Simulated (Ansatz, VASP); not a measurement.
**Two plane-wave programs on InSe**

Contents of INCAR:

```
  PREC = Accurate
  ENCUT = 520
  EDIFF = 1E-6
  ISMEAR = 0
  SIGMA = 0.05
  LREAL = False
  LASPH = True
  NELM = 80
  ALGO = Normal
  ISIF = 2
  LWAVE = False
  LCHARG = True
  GGA = PS
  LELF = True
  LVHAR = True
  NBANDS = 27
```

The input KPOINTS:

```
regular mesh
0
Gamma
  8 8 6
```

The input POSCAR:

```
InSe
1.0
    5.6986786490     -2.1169324797     -0.0052948673
    5.6986786490      2.1169324797     -0.0052948673
   -1.5569651412      0.0000000000      4.2720903652
In Se
2 2
Direct
    0.8858026589      0.8858026589      0.0290539339
    0.1141973411      0.1141973411      0.9709460661
    0.6547212217      0.6547212217      0.6374867706
    0.3452787783      0.3452787783      0.3625132294
```

Input for Ansatz:

```yaml
crystal:
  lattice:
    - [5.698678649, -2.1169324797, -0.0052948673]
    - [5.698678649, 2.1169324797, -0.0052948673]
    - [-1.5569651412, 0.0, 4.2720903652]
  atoms:
    - { symbol: In, position: [0.8858026589, 0.8858026589, 0.0290539339] }
    - { symbol: In, position: [0.1141973411, 0.1141973411, 0.9709460661] }
    - { symbol: Se, position: [0.6547212217, 0.6547212217, 0.6374867706] }
    - { symbol: Se, position: [0.3452787783, 0.3452787783, 0.3625132294] }
basis:
  ecutwfc: 420
kpoints:
  mp_grid: { grid: [8, 8, 6] }
hamiltonian:
  xc: pbesol
scf:
  occupations: { method: gaussian, width: 0.05 }
output:
  forces: true
  stress: true
  eigenvalues: true
```

Change from the starting cell: strain -0.0300 x Voigt [1, -1, 0, 0, 0, 0], atoms carried along.

Alike in both runs: task single point; functional PBEsol; k mesh 8 × 8 × 6; occupations gaussian, width 0.05 eV; no spin polarisation.

```csv
,VASP,Ansatz
version,VASP 6.6.1,Ansatz 0.2.0
potentials or method,"VASP PAW PBE potentials, release 64 (In_d, Se), cutoff 520 eV","scalar-relativistic, plane waves, PAW"
valence electrons in the cell,38,58
```

```tsv
	VASP	Ansatz	Ansatz less VASP
gap on the k mesh at the Fermi level (eV)	0.58	0.59	+0.009
least direct gap on the mesh (eV)	0.88	0.89	+0.007
pressure (GPa)	0.6	0.5	-0.09
traceless stress, the component that is largest in VASP (GPa)	3.12	3.12	0.000
rms of the force components (eV/Å)	0.167	0.173	+0.0068
```

VASP's potentials were made for PBE, not for PBEsol. Atom by atom the forces differ by 0.010 eV/Å (rms over components). With one functional, cell and mesh, what is left measures potentials, basis and numerics. VASP's potentials hold 38 valence electrons a cell and Ansatz's 58, so a difference there can come from the potentials and not from the codes.
